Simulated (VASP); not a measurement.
Y: single point with PBE

Y:

```
Y
1.0
     3.59810    0.00000    0.00000
    -1.79905    3.11605    0.00000
     0.00000    0.00000    5.65315
Y
2
Direct
  0.33333 0.66667 0.25000
  0.66667 0.33333 0.75000
```

| Item | Value |
| --- | --- |
| Program | VASP 6.6.1 |
| Task | single point |
| Functional | PBE |
| Potentials or basis | VASP PAW PBE potentials, release 64 (Y_sv) |
| Cutoff | 520 eV |
| k mesh | 9 × 9 × 5 |
| Occupations | methfessel-paxton, width 0.1 eV |
| Spin | no spin polarisation |

```
Pressure               : 1.4 GPa
Band gap on the k mesh : zero (band 11 reaches 4.16 eV, above the bottom of band 12 at 2.74 eV)
```

Stress tensor (GPa, compression positive):
```
1.56 0.00 0.00
0.00 1.56 0.00
0.00 0.00 1.02
```

Levels at points of the mesh, in eV from the Fermi level:
| k point | band 9 | band 10 | band 11 | band 12 | band 13 | band 14 |
| --- | --- | --- | --- | --- | --- | --- |
| (0.00, 0.00, 0.00) | -4.73 | -1.90 | 1.00 | 1.79 | 1.79 | 2.10 |

Wall time 29 s on 1 thread of Intel Xeon 6975P-C, on a shared host, peak memory 0.2 GiB.
